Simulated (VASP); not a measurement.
# CuO (P6_3mc) in VASP: a series of runs, part 2 of 2

VASP 6.6.1. The steps go on from the part before.

## 5. Single point, PBE+U

This run uses another cell than the first one, of 12.60 Å³/atom.

Input file INCAR:

```
SYSTEM = CuO
PREC     = Accurate       ! precision mode
ENCUT    = 820            ! plane-wave cutoff, eV
EDIFF    = 1E-6           ! SCF threshold, eV
ISMEAR   = -1             ! smearing method
SIGMA    = 0.05           ! smearing width, eV
LREAL    = .False.        ! projectors in reciprocal space
LASPH    = .True.         ! aspherical terms in the spheres
NELM     = 200            ! most SCF steps
ALGO     = Normal         ! electronic algorithm
ISIF     = 2              ! what is computed and relaxed
LWAVE    = .False.        ! write WAVECAR
LCHARG   = .True.         ! write CHGCAR
LMAXMIX  = 4              ! l up to which the mixer works
LDAU     = .True.         ! DFT+U
LDAUTYPE = 2            
LDAUL    = 2 -1           ! shell
LDAUU    = 4 0            ! U, eV
LDAUJ    = 0 0          
LDAUPRINT= 1            
GGA      = PE             ! functional
LELF     = .True.         ! ELF
LVHAR    = .True.       
NBANDS   = 33             ! bands
GGA_COMPAT= .False.
```

Input file KPOINTS:

```
Automatic mesh
0
Gamma
  9 9 5
  0 0 0
```

Input file POSCAR:

```
CuO
1.0
    3.2880244300      0.0000000000      0.0000000000
   -1.6440122100      2.8475126800      0.0000000000
    0.0000000000      0.0000000000      5.3850248600
Cu O
2 2
Direct
    0.6666666667      0.3333333333      0.0000000000
    0.3333333333      0.6666666667      0.5000000000
    0.6666666667      0.3333333333      0.6252000000
    0.3333333333      0.6666666667      0.1252000000
```

Potentials or basis: VASP PAW PBE potentials, release 64 (Cu_sv_GW, O).

Started as:

```bash
$ cat potpaw_PBE.64/Cu_sv_GW/POTCAR potpaw_PBE.64/O/POTCAR > POTCAR
$ mpirun -np 1 vasp_std > vasp.out
```

OUTCAR:

```text
SYSTEM = CuO
   PREC = Accurate
   ENCUT = 820
   EDIFF = 1E-6
   ISMEAR = -1
   LREAL = .False.
   LASPH = .True.
   NELM = 200
   ISIF = 2
   GGA = PE

 ion  position               nearest neighbor table
   1  0.667  0.333  0.000-   4 2.01   4 2.01   4 2.01   3 2.02
   2  0.333  0.667  0.500-   3 2.01   3 2.01   3 2.01   4 2.02
   3  0.667  0.333  0.625-   2 2.01   2 2.01   2 2.01   1 2.02
   4  0.333  0.667  0.125-   1 2.01   1 2.01   1 2.01   2 2.02

  LATTYP: Found a hexagonal cell.
 ALAT       =     3.2880244300
 C/A-ratio  =     1.6377691148

  Lattice vectors:

 A1 = (   3.2880244300,   0.0000000000,   0.0000000000)
 A2 = (  -1.6440122100,   2.8475126800,   0.0000000000)
 A3 = (   0.0000000000,   0.0000000000,   5.3850248600)

Analysis of symmetry for initial positions (statically):
=====================================================================
 Subroutine PRICEL returns:
 Original cell was already a primitive cell.

 Routine SETGRP: Setting up the symmetry group for a
 hexagonal supercell.

 Subroutine GETGRP returns: Found 12 space group operations
 (whereof  6 operations were pure point group operations)
 out of a pool of 24 trial point group operations.

[... 239 lines left out ...]

 val. band max:        2.6537557280   @ k =   0.1111   0.1111   0.4000
 cond. band min:       2.6592639388   @ k =   0.1111   0.0000   0.2000
 fundamental gap:      0.0055082109
 Fermi energy:         2.6577756957

 k-point     1 :       0.0000    0.0000    0.0000
  band No.  band energies     occupation
      1    -107.9037      2.00000
      2    -107.9035      2.00000
      3     -65.3270      2.00000
      4     -65.3270      2.00000
      5     -65.3262      2.00000
      6     -65.3262      2.00000
[... 853 lines left out ...]
     32      13.1903      0.00000
     33      16.3077      0.00000

 [... further k-points ...]

------------------------ aborting loop because EDIFF is reached ----------------------------------------

  FORCE on cell =-STRESS in cart. coord.  units (eV):
  Direction    XX          YY          ZZ          XY          YZ          ZX
  --------------------------------------------------------------------------------------
  -------------------------------------------------------------------------------------
  Total       -3.1971571     -3.1971571     -2.6230206     -0.0000000     -0.0000000      0.0000000
  in kB     -101.5982316   -101.5982313    -83.3535063     -0.0000002     -0.0000000      0.0000000
  external PRESSURE =     -95.5166564 kB  Pullay stress =       0.0000000 kB

 VOLUME and BASIS-vectors are now :
 -----------------------------------------------------------------------------
  energy-cutoff  :      820.00
  volume of cell :       50.42
      direct lattice vectors                 reciprocal lattice vectors
     3.288024430  0.000000000  0.000000000     0.304133993  0.175591843  0.000000000
    -1.644012210  2.847512680  0.000000000     0.000000000  0.351183686  0.000000000
     0.000000000  0.000000000  5.385024860     0.000000000  0.000000000  0.185700164

 POSITION                                       TOTAL-FORCE (eV/Angst)
 -----------------------------------------------------------------------------------
      1.64401      0.94917      0.00000         0.000000      0.000000     -0.043065
      0.00000      1.89834      2.69251        -0.000000      0.000000     -0.043065
      1.64401      0.94917      3.36672        -0.000000     -0.000000      0.043065
      0.00000      1.89834      0.67421        -0.000000     -0.000000      0.043065
 -----------------------------------------------------------------------------------
    total drift:                                0.000000     -0.000000      0.002911

  FREE ENERGIE OF THE ION-ELECTRON SYSTEM (eV)
  ---------------------------------------------------
  free  energy   TOTEN  =       -15.3307472566 eV

  energy  without entropy=      -15.2839103434  energy(sigma->0) =      -15.30732880
```

OSZICAR:

```text
N       E                     dE             d eps       ncg     rms          rms(c)
DAV:   1     0.105797520075E+04    0.10580E+04   -0.40443E+04  3687   0.567E+03
DAV:   2     0.954879691356E+02   -0.96249E+03   -0.92779E+03  3911   0.135E+03
DAV:   3    -0.132489927621E+02   -0.10874E+03   -0.10631E+03  4534   0.483E+02
DAV:   4    -0.194807673435E+02   -0.62318E+01   -0.61908E+01  4079   0.132E+02
DAV:   5    -0.195983301522E+02   -0.11756E+00   -0.11745E+00  3984   0.156E+01    0.139E+01
DAV:   6    -0.181911991160E+02    0.14071E+01   -0.28410E+01  3944   0.260E+02    0.136E+01
DAV:   7    -0.152825169950E+02    0.29087E+01   -0.98517E+00  3696   0.228E+02    0.335E+00
DAV:   8    -0.153458958087E+02   -0.63379E-01   -0.12274E+00  4624   0.175E+01    0.181E+00
DAV:   9    -0.153367173009E+02    0.91785E-02   -0.55519E-02  4448   0.131E+01    0.731E-01
DAV:  10    -0.153313053933E+02    0.54119E-02   -0.22611E-02  4000   0.113E+01    0.213E-01
DAV:  11    -0.153307984049E+02    0.50699E-03   -0.34013E-03  4120   0.423E+00    0.788E-02
DAV:  12    -0.153307414702E+02    0.56935E-04   -0.53990E-04  4512   0.119E+00    0.169E-02
DAV:  13    -0.153307443095E+02   -0.28393E-05   -0.21321E-05  3248   0.235E-01    0.379E-03
DAV:  14    -0.153307473015E+02   -0.29920E-05   -0.10176E-05  2632   0.415E-02    0.135E-03
DAV:  15    -0.153307472566E+02    0.44953E-07   -0.27987E-07  1952   0.321E-02
   1 F= -.15330747E+02 E0= -.15307329E+02  d E =-.468369E-01
```

stdout:

```text
POSCAR found type information on POSCAR CuO
 POSCAR found :  2 types and       4 ions
 scaLAPACK will be used
 LDA part: xc-table for (Slater+PW92), standard interpolation
 POSCAR, INCAR and KPOINTS ok, starting setup
 FFT: planning ... GRIDC
 FFT: planning ... GRID_SOFT
 FFT: planning ... GRID
 WAVECAR not read
 entering main loop
```

Wall time 82 s (1 thread of Intel Xeon 6975P-C (Granite Rapids), shared host); peak memory 0.28 GiB.

What came out:

- Free energy: -15.3307 eV
- Pressure: -9.6 GPa
- Largest force: 0.043 eV/Å
- Band gap on the k mesh: zero (bands 25 and 26 overlap by 1.42 eV)

Forces in eV/Å, atoms in the order of the input:
```
Cu   0.000  0.000 -0.043
Cu   0.000  0.000 -0.043
O    0.000  0.000  0.043
O    0.000  0.000  0.043
```

Levels at points of the mesh, in eV from the Fermi level:
| k point | band 22 | band 23 | band 24 | band 25 | band 26 | band 27 | band 28 | band 29 |
| --- | --- | --- | --- | --- | --- | --- | --- | --- |
| (0.00, 0.00, 0.00) | 0.04 | 0.04 | 0.66 | 0.79 | 0.79 | 1.41 | 6.15 | 8.09 |

Eigenvalues of the final occupation matrices:
```csv
site,spin,trace,eigenvalues
site 1 d,1,4.49,0.87 0.87 0.89 0.94 0.94
site 1 d,2,4.49,0.87 0.87 0.89 0.94 0.94
site 2 d,1,4.49,0.87 0.87 0.89 0.94 0.94
site 2 d,2,4.49,0.87 0.87 0.89 0.94 0.94
```

Caveat: the cell stands under tension; U without spin polarisation on a metal has little footing.

## 6. Summary

| level | potentials or basis | U | cell | gap on the mesh (eV) | pressure (GPa) | largest force (eV/Å) |
| --- | --- | --- | --- | --- | --- | --- |
| PBE | VASP PAW PBE potentials, release 64 (Cu_sv_GW, O) | - | a = 3.221, b = 3.221, c = 5.275 Å, angles 90.0, 90.0, 120.0°, 4 atoms, atomic positions A | none | -3.2 | 0.10 |
| LDA | VASP PAW LDA potentials, release 64 (Cu_sv_GW, O) | - | a = 3.032, b = 3.032, c = 5.288 Å, angles 90.0, 90.0, 120.0°, 4 atoms, atomic positions B | none | 0.1 | - |
| PBE+U | VASP PAW PBE potentials, release 64 (Cu_sv_GW, O) | Cu d U = 5.0 eV | a = 3.288, b = 3.288, c = 5.385 Å, angles 90.0, 90.0, 120.0°, 4 atoms, atomic positions A | none | -9.4 | 0.03 |
| PBE+U | VASP PAW PBE potentials, release 64 (Cu_sv_GW, O) | Cu d U = 4.0 eV | a = 3.288, b = 3.288, c = 5.385 Å, angles 90.0, 90.0, 120.0°, 4 atoms, atomic positions A | none | -9.6 | 0.04 |

Alike in all rows: task single point; no spin polarisation; k mesh 9 × 9 × 5; cutoff (eV) 820; smearing fermi-dirac 0.05 eV.

Caveats: the cell stands under tension (at least some runs); semilocal functionals often make such compounds metallic where correlation or magnetic order opens a gap, which also shifts bond lengths (at least some runs); U without spin polarisation on a metal has little footing (at least some runs).

Total energies depend on the potentials used, so only differences within one code and one set of settings carry meaning.

The gap in the log of VASP goes by the Fermi energy; the results here count the filled bands.